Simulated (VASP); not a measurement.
Input of a VASP 6.6.1 run:

POSCAR

```
Mg
1.0
    3.2638900000      0.0001000000     -0.0053100000
   -1.6318600000      2.7700700000      0.0113300000
   -0.0086200000      0.0162700000      5.2780100000
Mg
2
Direct
    0.3287800000      0.6679200000      0.2557600000
    0.6667902240      0.3313044513      0.7492021293
```

File INCAR.step1:

```
SYSTEM = Mg
PREC = Accurate
ENCUT = 520
ISMEAR = -1
SIGMA = 0.1
LREAL = .FALSE.
LASPH = .TRUE.
NELM = 80
NBANDS = 9
GGA = PE
ALGO = Normal
EDIFF = 1E-4
LWAVE = .TRUE.
LCHARG = .FALSE.
```

INCAR.step2

```
SYSTEM = Mg
PREC = Accurate
ENCUT = 520
EDIFF = 1E-6
ISMEAR = -1
SIGMA = 0.1
LREAL = .FALSE.
LASPH = .TRUE.
NELM = 80
ALGO = Normal
ISIF = 2
LWAVE = .FALSE.
LCHARG = .FALSE.
METAGGA = R2SCAN
LMIXTAU = .TRUE.
NBANDS = 9
ISTART = 1
```

Contents of KPOINTS:

```
Automatic mesh
0
G
  7 7 4
  0 0 0
```

Potentials or basis: VASP PAW PBE potentials, release 64 (Mg).

Run with:

```bash
$ cat potpaw_PBE.64/Mg/POTCAR > POTCAR
$ cp INCAR.step1 INCAR
$ mpirun -np 1 vasp_std > vasp.out
$ cp INCAR.step2 INCAR
$ mpirun -np 1 vasp_std > vasp.out
```

**Question.** What does it give for the largest force?

**Answer.** 0.102 eV/Å.

**Question.** Predict the pressure.

**Answer.** -2.0 GPa.

**Question.** Estimate the band gap on the k mesh.

**Answer.** Zero (bands 2 and 3 overlap by 2.11 eV).

Forces on the atoms (eV/Å):
```
Mg   0.013 -0.017 -0.100
Mg  -0.013  0.017  0.100
```

Caveat: the PAW data sets were made with another functional, which shifts forces and pressure a little.
